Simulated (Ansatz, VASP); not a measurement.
## Na6Cl: VASP beside Ansatz

```
Na Cl
1.0
     7.06321    0.00000    0.00000
    -2.35440    6.65926    0.00000
     0.00000    0.00000   23.93899
Na Cl
12 2
Direct
  0.25000 0.25000 0.33418
  0.25000 0.75000 0.33418
  0.75000 0.25000 0.33418
  0.75000 0.75000 0.33418
  0.50019 0.43864 0.45366
  0.50173 0.94386 0.46021
  0.01561 0.52033 0.45719
  0.02622 0.03287 0.46050
  0.75570 0.71228 0.56138
  0.74859 0.21078 0.58437
  0.21627 0.93956 0.59952
  0.27592 0.48402 0.58945
  0.53891 0.85252 0.62984
  0.96076 0.56362 0.63177
```

Alike in both runs: task single point; functional PBE; dispersion D3(BJ); k mesh 3 × 3 × 1; occupations gaussian, width 0.1 eV; no spin polarisation.

```csv
,VASP,Ansatz
version,VASP 6.6.1,Ansatz 0.2.0
potentials or method,"VASP PAW PBE potentials, release 64 (Na_pv, Cl), cutoff 520 eV","scalar-relativistic, plane waves, PAW"
valence electrons in the cell,98,122
```

|  | VASP | Ansatz | Ansatz less VASP |
| --- | --- | --- | --- |
| gap on the k mesh at the Fermi level (eV) | none | none | - |
| rms of the force components (eV/Å) | 0.018 | 0.018 | 0.0000 |

Atom by atom the forces differ by 0.001 eV/Å (rms over components). A gap of «none» marks a metal or a gap that the smearing closes. VASP's potentials hold 98 valence electrons a cell and Ansatz's 122, so a difference there can come from the potentials and not from the codes.
